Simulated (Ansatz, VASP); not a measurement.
One calculation of SiC, two programs

```
CELL_PARAMETERS angstrom
3.07536 0.00000 0.00000
-1.53768 2.71847 0.00000
0.00000 0.00000 5.04811
ATOMIC_POSITIONS crystal
Si 0.33340 0.66681 0.49912
Si 0.66660 0.33319 0.99912
C 0.33486 0.66972 0.87588
C 0.66514 0.33028 0.37588
```

Change from the starting cell: uniaxial_y strain +2.1%.

Alike in both runs: task single point; functional r2SCAN; k mesh 12 × 12 × 6; no spin polarisation.

|  | VASP | Ansatz |
| --- | --- | --- |
| version | VASP 6.6.1 | Ansatz 0.2.0 |
| potentials or method | VASP PAW PBE potentials, release 64 (Si, C) | plane waves, PAW |
| plane-wave cutoff (eV) | 520 | 500 |
| occupations | gaussian, width 0.01 eV | fixed |
| valence electrons in the cell | 16 | 16 |

Ansatz gave:

```
gap on the k mesh at the Fermi level (eV)                     : 2.67
pressure (GPa)                                                : -4.5
traceless stress, the component that is largest in VASP (GPa) : -6.08
```

Problem. What did VASP give for the same quantities?

Solution. gap on the k mesh at the Fermi level (eV): 2.67; pressure (GPa): -4.7; traceless stress, the component that is largest in VASP (GPa): -6.12.

VASP's potentials were made for PBE, not for r2SCAN.
